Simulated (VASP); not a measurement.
# Bi in VASP: single point with LDA

Aim: the single point of Bi with LDA.

All numbers are computed with VASP 6.6.1; they aren't measurements. Logs are shortened: lines on timing, memory, paths and dates and some standing lists are left out, and cuts for length are marked.

### Step 1. The cell of the first run

The cell holds a slab with vacuum, 2 atoms: a = 4.351 Å, b = 4.351 Å, c = 28.000 Å, α = 90.00°, β = 90.00°, γ = 120.00°.

### Step 2. Single point, LDA

Contents of INCAR:

```
PREC = Accurate ; ENCUT = 520
EDIFF = 1E-6 ; ISMEAR = 0
SIGMA = 0.02 ; LREAL = F
LASPH = T ; NELM = 100
ALGO = Normal ; ISIF = 2
LWAVE = F ; LCHARG = T
LDIPOL = T ; IDIPOL = 3
DIPOL = 0.5 0.5 0.500 ; GGA = CA
LELF = T ; LVHAR = T
LVACPOTAV = T ; NBANDS = 22
```

Contents of KPOINTS:

```
Automatic mesh
0
Gamma
  9 9 1
```

Contents of POSCAR:

```
Bi
1.0
    4.3510000000      0.0000000000      0.0000000000
   -2.1755000000      3.7680765319      0.0000000000
    0.0000000000      0.0000000000     28.0000000000
Bi
2
Direct
    0.3333333333      0.6666666667      0.5000000000
    0.6666666667      0.3333333333      0.5000000000
```

Potentials or basis: VASP PAW LDA potentials, release 64 (Bi_d).

Launch:

```bash
$ cat potpaw_LDA.64/Bi_d/POTCAR > POTCAR
$ mpirun -np 1 vasp_std > vasp.out
```

OUTCAR:

```text
PREC = Accurate
   ENCUT = 520
   EDIFF = 1E-6
   ISMEAR = 0
   LREAL = F
   LASPH = T
   NELM = 100
   ISIF = 2
   GGA = CA

 ion  position               nearest neighbor table
   1  0.333  0.667  0.500-   2 2.51   2 2.51   2 2.51
   2  0.667  0.333  0.500-   1 2.51   1 2.51   1 2.51

  LATTYP: Found a hexagonal cell.
 ALAT       =     4.3510000000
 C/A-ratio  =     6.4353022294

  Lattice vectors:

 A1 = (   4.3510000000,   0.0000000000,   0.0000000000)
 A2 = (  -2.1755000000,   3.7680765319,   0.0000000000)
 A3 = (   0.0000000000,   0.0000000000,  28.0000000000)

Analysis of symmetry for initial positions (statically):
=====================================================================
 Subroutine PRICEL returns:
 Original cell was already a primitive cell.

 Routine SETGRP: Setting up the symmetry group for a
 hexagonal supercell.

 Subroutine GETGRP returns: Found 24 space group operations
 (whereof 24 operations were pure point group operations)
 out of a pool of 24 trial point group operations.

The static configuration has the point symmetry D_6h.

Analysis of symmetry for dynamics (positions and initial velocities):
=====================================================================
 Subroutine PRICEL returns:
 Original cell was already a primitive cell.

 Routine SETGRP: Setting up the symmetry group for a
 hexagonal supercell.

 Subroutine GETGRP returns: Found 24 space group operations
 (whereof 24 operations were pure point group operations)
 out of a pool of 24 trial point group operations.

The dynamic configuration has the point symmetry D_6h.

 Subroutine INISYM returns: Found 24 space group operations
 (whereof 24 operations are pure point group operations),
 and found     1 'primitive' translations

----------------------------------------------------------------------------------------

                                     Primitive cell

  volume of cell :     459.0572

  direct lattice vectors                    reciprocal lattice vectors
     4.351000000  0.000000000  0.000000000     0.229832222  0.132693696  0.000000000
    -2.175500000  3.768076532  0.000000000     0.000000000  0.265387391  0.000000000
     0.000000000  0.000000000 28.000000000     0.000000000  0.000000000  0.035714286

  length of vectors
     4.351000000  4.351000000 28.000000000     0.265387391  0.265387391  0.035714286

  position of ions in fractional coordinates (direct lattice)
     0.333333333  0.666666667  0.500000000
     0.666666667  0.333333333  0.500000000

  ion indices of the primitive-cell ions
   primitive index   ion index
                 1           1
                 2           2

----------------------------------------------------------------------------------------

 KPOINTS: Automatic mesh

Automatic generation of k-mesh.
 Grid dimensions read from file:
 generate k-points for:    9    9    1

 Generating k-lattice:

  Cartesian coordinates                     Fractional coordinates (reciprocal lattice)
     0.025536914  0.014743744  0.000000000     0.111111111  0.000000000  0.000000000
     0.000000000  0.029487488  0.000000000     0.000000000  0.111111111  0.000000000
     0.000000000  0.000000000  0.035714286     0.000000000  0.000000000  1.000000000

  Length of vectors
     0.029487488  0.029487488  0.035714286

  Shift w.r.t. Gamma in fractional coordinates (k-lattice)
     0.000000000  0.000000000  0.000000000

 Subroutine IBZKPT returns following result:
 ===========================================

 Found     12 irreducible k-points:

 Following reciprocal coordinates:
            Coordinates               Weight
  0.000000  0.000000  0.000000      1.000000
  0.111111  0.000000  0.000000      6.000000
  0.222222  0.000000  0.000000      6.000000
  0.333333  0.000000  0.000000      6.000000
  0.444444  0.000000  0.000000      6.000000
  0.111111  0.111111  0.000000      6.000000
  0.222222  0.111111  0.000000     12.000000
  0.333333  0.111111  0.000000     12.000000
  0.444444  0.111111  0.000000      6.000000
  0.222222  0.222222  0.000000      6.000000
  0.333333  0.222222  0.000000     12.000000
  0.333333  0.333333  0.000000      2.000000
   k-points           NKPTS =     12   k-points in BZ     NKDIM =     12   number of bands    NBANDS=     22
   number of dos      NEDOS =    301   number of ions     NIONS =      2
   total plane-waves  NPLWV = 215040
   dimension x,y,z NGX =    32 NGY =   32 NGZ =  210
   dimension x,y,z NGXF=    64 NGYF=   64 NGZF=  420
   ions per type =               2
   NGX,Y,Z   is equivalent  to a cutoff of  12.23, 12.23, 12.47 a.u.
   NGXF,Y,Z  is equivalent  to a cutoff of  24.45, 24.45, 24.94 a.u.
 SYSTEM =  unknown system
   PREC   = accura    normal or accurate (medium, high low for compatibility)
   ISTART =      0    job   : 0-new  1-cont  2-samecut
   ICHARG =      2    charge: 1-file 2-atom 10-const
   ISPIN  =      1    spin polarized calculation?
   LNONCOLLINEAR =      F non collinear calculations
   LSORBIT =      F    spin-orbit coupling
   LASPH  =      T    aspherical Exc in radial PAW
   ENCUT  =  520.0 eV  38.22 Ry    6.18 a.u.   8.09  8.09 52.06*2*pi/ulx,y,z
   NELM   =    100;   NELMIN=  2; NELMDL= -5     # of ELM steps
   EDIFF  = 0.1E-05   stopping-criterion for ELM
   LREAL  =      F    real-space projection
   EDIFFG = 0.1E-04   stopping-criterion for IOM
   NSW    =      0    number of steps for IOM
   IBRION =     -1    ionic relax: 0-MD 1-quasi-New 2-CG
   NFREE  =      0    steps in history (QN), initial steepest desc. (CG)
   ISIF   =      2    stress and relaxation
   ISYM   =      2    0-nonsym 1-usesym 2-fastsym
   POTIM  = 0.5000    time-step for ionic-motion
   TEBEG  =    0.0;   TEEND  =   0.0 temperature during run
   PSTRESS=    0.0 pullay stress
   NELECT =      30.0000    total number of electrons
   NUPDOWN=      -1.0000    fix difference up-down
   EMIN   =  10.00;   EMAX   =-10.00  energy-range for DOS
   EFERMI =   0.00;   METHOD = LEGACY
   ISMEAR =     0;   SIGMA  =   0.02  broadening in eV -4-tet -1-fermi 0-gaus
   EFERMI_NEDOS =   21; number of points for ismear=-14 and -15
   IALGO  =     38    algorithm
   IMIX   =      4    mixing-type and parameters
     AMIX     =   0.40;   BMIX     =  1.00
     AMIX_MAG =   1.60;   BMIX_MAG =  1.00
  volume/ion in A,a.u.               =     229.53      1548.94
  Fermi-wavevector in a.u.,A,eV,Ry     =   0.659416  1.246116  5.916218  0.434830
  Thomas-Fermi vector in A             =   1.731545
   LORBIT       =      0    0 simple, 1 ext, 2 COOP (PROOUT), +10 PAW based schemes
   GGA     = CA    functional components
   LHFCALC =     F    Hartree Fock is set to
   AEXX    =    0.0000 exact exchange contribution
   IVDW    =     0    specifies the selected vdW correction
   LEPSILON=     F    determine dielectric tensor
   LRPA    =     F    only Hartree local field effects (RPA)
 non-spin polarized calculation
 Gauss-broadening in eV      SIGMA  =   0.02
  energy-cutoff  :      520.00
  volume of cell :      459.06
 maximum number of plane-waves:     12390
   NGX = 17   NGY = 17   NGZ =105

 number of electron      30.0000006 magnetization

 dipolmoment           0.000000      0.000000     -0.000000 electrons x Angstroem

 Free energy of the ion-electron system (eV)
  ---------------------------------------------------
  ext. energy  EPLUGINS =         0.00000000
  ---------------------------------------------------
  free energy    TOTEN  =        -4.43144114 eV

  energy without entropy =       -4.43144114  energy(sigma->0) =       -4.43144114

 E-fermi :  -2.6250     XC(G=0):  -1.7865

 val. band max:       -2.7509819579   @ k =   0.2222   0.1111   0.0000
 cond. band min:      -2.4956751267   @ k =   0.4444   0.0000   0.0000
 fundamental gap:      0.2553068312
 Fermi energy:        -2.6249776141

 k-point     1 :       0.0000    0.0000    0.0000
  band No.  band energies     occupation
      1     -26.3848      2.00000
      2     -26.3572      2.00000
      3     -26.3572      2.00000
      4     -26.0284      2.00000
      5     -26.0284      2.00000
      6     -25.6939      2.00000
[... 14 lines left out ...]
     21       1.6283      0.00000
     22       2.0388      0.00000

 k-point     2 :       0.1111    0.0000    0.0000
  band No.  band energies     occupation
      1     -26.4442      2.00000
      2     -26.4329      2.00000
      3     -26.3691      2.00000
      4     -26.0359      2.00000
      5     -26.0160      2.00000
      6     -25.6145      2.00000
[... 14 lines left out ...]
     21       1.7650      0.00000
     22       2.1668      0.00000

 k-point     3 :       0.2222    0.0000    0.0000
  band No.  band energies     occupation
      1     -26.5918      2.00000
      2     -26.5747      2.00000
      3     -26.3527      2.00000
      4     -26.0540      2.00000
      5     -25.9814      2.00000
      6     -25.4754      2.00000
[... 14 lines left out ...]
     21       2.1595      0.00000
     22       2.5458      0.00000

 k-point     4 :       0.3333    0.0000    0.0000
  band No.  band energies     occupation
      1     -26.7207      2.00000
      2     -26.6954      2.00000
      3     -26.3322      2.00000
      4     -26.0734      2.00000
      5     -25.9343      2.00000
      6     -25.5051      2.00000
[... 14 lines left out ...]
     21       3.1252      0.00000
     22       3.3922      0.00000

 k-point     5 :       0.4444    0.0000    0.0000
  band No.  band energies     occupation
      1     -26.7923      2.00000
      2     -26.7616      2.00000
      3     -26.3184      2.00000
      4     -26.0855      2.00000
      5     -25.8957      2.00000
      6     -25.5496      2.00000
[... 14 lines left out ...]
     21       3.7257      0.00000
     22       4.1705      0.00000

 k-point     6 :       0.1111    0.1111    0.0000
  band No.  band energies     occupation
      1     -26.5888      2.00000
      2     -26.4823      2.00000
      3     -26.3750      2.00000
      4     -26.0501      2.00000
      5     -25.9906      2.00000
      6     -25.5127      2.00000
[... 14 lines left out ...]
     21       2.0282      0.00000
     22       2.4182      0.00000

 k-point     7 :       0.2222    0.1111    0.0000
  band No.  band energies     occupation
      1     -26.7435      2.00000
      2     -26.5714      2.00000
      3     -26.3634      2.00000
      4     -26.0718      2.00000
      5     -25.9438      2.00000
      6     -25.4920      2.00000
[... 14 lines left out ...]
     21       2.8632      0.00000
     22       3.1284      0.00000

 k-point     8 :       0.3333    0.1111    0.0000
  band No.  band energies     occupation
      1     -26.8511      2.00000
      2     -26.6436      2.00000
      3     -26.3472      2.00000
      4     -26.0899      2.00000
      5     -25.8909      2.00000
      6     -25.5522      2.00000
[... 14 lines left out ...]
     21       3.3343      0.00000
     22       3.8038      0.00000

 k-point     9 :       0.4444    0.1111    0.0000
  band No.  band energies     occupation
      1     -26.8891      2.00000
      2     -26.6701      2.00000
      3     -26.3403      2.00000
      4     -26.0968      2.00000
      5     -25.8639      2.00000
      6     -25.5820      2.00000
[... 14 lines left out ...]
     21       3.9740      0.00000
     22       4.3271      0.00000

 k-point    10 :       0.2222    0.2222    0.0000
  band No.  band energies     occupation
      1     -26.8767      2.00000
      2     -26.5635      2.00000
      3     -26.3880      2.00000
      4     -26.0951      2.00000
      5     -25.8809      2.00000
      6     -25.5610      2.00000
[... 14 lines left out ...]
     21       3.2040      0.00000
     22       3.6707      0.00000

 k-point    11 :       0.3333    0.2222    0.0000
  band No.  band energies     occupation
      1     -26.9502      2.00000
      2     -26.5626      2.00000
      3     -26.4006      2.00000
      4     -26.1103      2.00000
      5     -25.8153      2.00000
      6     -25.6305      2.00000
[... 14 lines left out ...]
     21       3.8792      0.00000
     22       4.1161      0.00000

 k-point    12 :       0.3333    0.3333    0.0000
  band No.  band energies     occupation
      1     -26.9854      2.00000
      2     -26.4769      2.00000
      3     -26.4769      2.00000
      4     -26.1188      2.00000
      5     -25.7235      2.00000
      6     -25.7235      2.00000
[... 14 lines left out ...]
     21       3.2203      0.00000
     22       4.5593      0.00000

------------------------ aborting loop because EDIFF is reached ----------------------------------------

 vacuum level on the upper side and lower side of the slab       (xc-potential included)        -0.113        -0.113

  FORCE on cell =-STRESS in cart. coord.  units (eV):
  Direction    XX          YY          ZZ          XY          YZ          ZX
  --------------------------------------------------------------------------------------
  -------------------------------------------------------------------------------------
  Total       23.7050154     23.7050154     -0.0345685      0.0000000      0.0000000      0.0000000
  in kB       82.7339949     82.7339949     -0.1206491      0.0000000      0.0000000      0.0000000
  external PRESSURE =      55.1157803 kB  Pullay stress =       0.0000000 kB

 VOLUME and BASIS-vectors are now :
 -----------------------------------------------------------------------------
  energy-cutoff  :      520.00
  volume of cell :      459.06
      direct lattice vectors                 reciprocal lattice vectors
     4.351000000  0.000000000  0.000000000     0.229832222  0.132693696  0.000000000
    -2.175500000  3.768076532  0.000000000     0.000000000  0.265387391  0.000000000
     0.000000000  0.000000000 28.000000000     0.000000000  0.000000000  0.035714286

 POSITION                                       TOTAL-FORCE (eV/Angst)
 -----------------------------------------------------------------------------------
     -0.00000      2.51205     14.00000        -0.000000      0.000000     -0.000000
      2.17550      1.25603     14.00000         0.000000     -0.000000      0.000000
 -----------------------------------------------------------------------------------
    total drift:                               -0.000000      0.000000     -0.000000

  FREE ENERGIE OF THE ION-ELECTRON SYSTEM (eV)
  ---------------------------------------------------
  free  energy   TOTEN  =        -4.4314411357 eV

  energy  without entropy=       -4.4314411357  energy(sigma->0) =       -4.43144114

 vacuum level on the upper side and lower side of the slab         1.606         1.606
```

Run time: 2.3 min. Hardware: 1 thread of AMD EPYC 7R43 (Zen 3), shared host; peak memory 0.37 GiB.

Results:

| Quantity | Value |
| --- | --- |
| Free energy | -4.4314 eV |
| Band gap on the k mesh | zero (band 15 reaches -1.95 eV, above the bottom of band 16 at -2.77 eV) |
| Work function of the upper face | 4.23 eV |
| Work function of the lower face | 4.23 eV |

Levels at points of the mesh, in eV from the Fermi level:
| k point | band 13 | band 14 | band 15 | band 16 | band 17 | band 18 |
| --- | --- | --- | --- | --- | --- | --- |
| (0.00, 0.00, 0.00) | -4.01 | -2.53 | -2.53 | 2.52 | 2.60 | 2.60 |

Caveat: spin-orbit coupling is left out, which moves the levels of the heavy elements.
